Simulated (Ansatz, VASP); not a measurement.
## Two plane-wave programs on HC6

```
CELL_PARAMETERS angstrom
4.88953 0.00000 0.00000
-1.22238 8.78496 0.00000
0.00000 0.00000 22.74747
ATOMIC_POSITIONS crystal
C 0.01936 0.07745 0.17584
C 0.51936 0.07745 0.17584
C 0.27420 0.09681 0.20595
C 0.77420 0.09681 0.20595
C 0.28388 0.13553 0.26618
C 0.78388 0.13553 0.26618
C 0.03863 0.15452 0.29551
C 0.53863 0.15452 0.29551
C 0.04887 0.19548 0.35836
C 0.54887 0.19548 0.35836
C 0.30317 0.21270 0.38455
C 0.80317 0.21270 0.38455
H 0.04887 0.15884 0.47467
H 0.04887 0.23212 0.47467
```

Alike in both runs: task single point; functional LDA; k mesh 6 × 3 × 1; occupations gaussian, width 0.1 eV; no spin polarisation.

|  | VASP | Ansatz |
| --- | --- | --- |
| version | VASP 6.6.1 | Ansatz 0.2.0 |
| potentials or method | VASP PAW LDA potentials, release 64 (C, H), cutoff 520 eV | scalar-relativistic, plane waves, PAW |
| valence electrons in the cell | 50 | 50 |

```csv
,VASP,Ansatz,Ansatz less VASP
gap on the k mesh at the Fermi level (eV),0.05,0.05,-0.002
least direct gap on the mesh (eV),0.07,0.07,-0.001
rms of the force components (eV/Å),1.566,1.561,-0.0049
```

LDA's correlation is that of Perdew and Zunger in VASP and of Perdew and Wang (1992) in Ansatz. Atom by atom the forces differ by 0.023 eV/Å (rms over components).
